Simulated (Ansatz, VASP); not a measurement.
## One calculation of BN, two programs

```
B N
1.0
     0.00000    1.81300    1.81300
     1.81300    0.00000    1.81300
     1.81300    1.81300    0.00000
B N
1 1
Cartesian
  0.0000 0.0000 0.0000
  2.8521 2.8521 2.7195
```

Change from the starting cell: all N atoms moved +0.188 Å, as atom 2 along Cartesian [1 1 0].

Alike in both runs: task single point; functional PBE; k mesh 12 × 12 × 12; occupations gaussian, width 0.05 eV; no spin polarisation.

|  | VASP | Ansatz |
| --- | --- | --- |
| version | VASP 6.6.1 | Ansatz 0.2.0 |
| potentials or method | VASP PAW PBE potentials, release 64 (B, N), cutoff 520 eV | scalar-relativistic, plane waves, PAW |
| valence electrons in the cell | 8 | 8 |

VASP gave:

- gap on the k mesh at the Fermi level (eV): 2.77
- least direct gap on the mesh (eV): 6.91
- pressure (GPa): 10.0
- traceless stress, the component that is largest in VASP (GPa): 10.71
- rms of the force components (eV/Å): 2.712

Task: Estimate Ansatz's values.

Result: gap on the k mesh at the Fermi level (eV): 2.78; least direct gap on the mesh (eV): 6.91; pressure (GPa): 9.8; traceless stress, the component that is largest in VASP (GPa): 10.72; rms of the force components (eV/Å): 2.705.

Atom by atom the forces differ by 0.007 eV/Å (rms over components).
